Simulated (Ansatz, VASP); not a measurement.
# Two plane-wave programs on Ni

```
Ni
1.0
     2.55278    0.00000    0.00000
    -1.27639    2.21077    0.00000
     0.00000    0.00000    4.18375
Ni
2
Direct
  0.33333 0.66667 0.25000
  0.66667 0.33333 0.75000
```

Alike in both runs: task single point; functional PBE; k mesh 24 × 24 × 13; occupations fermi-dirac, width 0.05 eV; collinear spin.

|  | VASP | Ansatz |
| --- | --- | --- |
| version | VASP 6.6.1 | Ansatz 0.2.0 |
| potentials or method | VASP PAW PBE potentials, release 64 (Ni), cutoff 520 eV | plane waves (420 eV) with PAW, scalar-relativistic |
| valence electrons in the cell | 20 | 36 |

Ansatz gave:

- pressure (GPa): -12.6
- traceless stress, the component that is largest in VASP (GPa): 0.31
- net moment per atom (μB): 0.67
- size of the moment on the site where the two differ most (μB): 0.71

Q: Estimate VASP's values.

A: Pressure (GPa): -12.4; traceless stress, the component that is largest in VASP (GPa): 0.26; net moment per atom (μB): 0.66; size of the moment on the site where the two differ most (μB): 0.68.

Site moments also hang on the region over which each program counts them. The functional is the same, so the differences come from potentials, cutoffs and numerics. VASP's potentials hold 20 valence electrons a cell and Ansatz's 36, so a difference there can come from the potentials and not from the codes.
